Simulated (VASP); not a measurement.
Se: single point with PBE

The system is Se.

```xyz
2
Lattice="4.0973 0.0000 0.0000 -2.0486 3.5484 0.0000 0.0000 0.0000 4.2616" Properties=species:S:1:pos:R:3 pbc="T T T"
Se    0.0000    2.3656    0.0000
Se    2.0486    1.1828    0.0000
```

The cell was generated, and may not be a known phase.

```yaml
Program: VASP 6.6.1
Task: single point
Functional: PBE
Potentials_or_basis: VASP PAW PBE potentials, release 64 (Se)
Cutoff: 520 eV
k_mesh: 6 × 6 × 4
Occupations: gaussian, width 0.1 eV
Spin: no spin polarisation
```

```
Pressure               : 13.6 GPa
Band gap on the k mesh : zero (bands 6 and 7 overlap by 0.26 eV)
```

Stress tensor (GPa, compression positive):
```
20.28  0.00  0.00
 0.00 20.28  0.00
 0.00  0.00  0.16
```

Levels at points of the mesh, in eV from the Fermi level:
```tsv
k point	band 4	band 5	band 6	band 7	band 8	band 9
(0.00, 0.00, 0.00)	-5.80	-4.35	-0.16	-0.16	1.62	2.83
(0.50, 0.00, 0.00)	-3.70	-2.84	-1.16	3.06	4.19	5.44
(0.00, 0.00, 0.50)	-5.74	-5.48	-0.04	-0.04	0.99	6.88
(0.50, 0.00, 0.50)	-3.84	-3.56	-2.15	3.14	4.25	5.61
```

It took 6.5 s on 1 thread of Intel(R) Xeon(R) 6975P-C (Granite Rapids) (shared host), peak memory 0.16 GiB.

Caveat: the k points lie up to 0.37 Å⁻¹ apart; this functional lacks dispersion, which binds layers or chains, so the pressure and a relaxed spacing across them are unreliable.
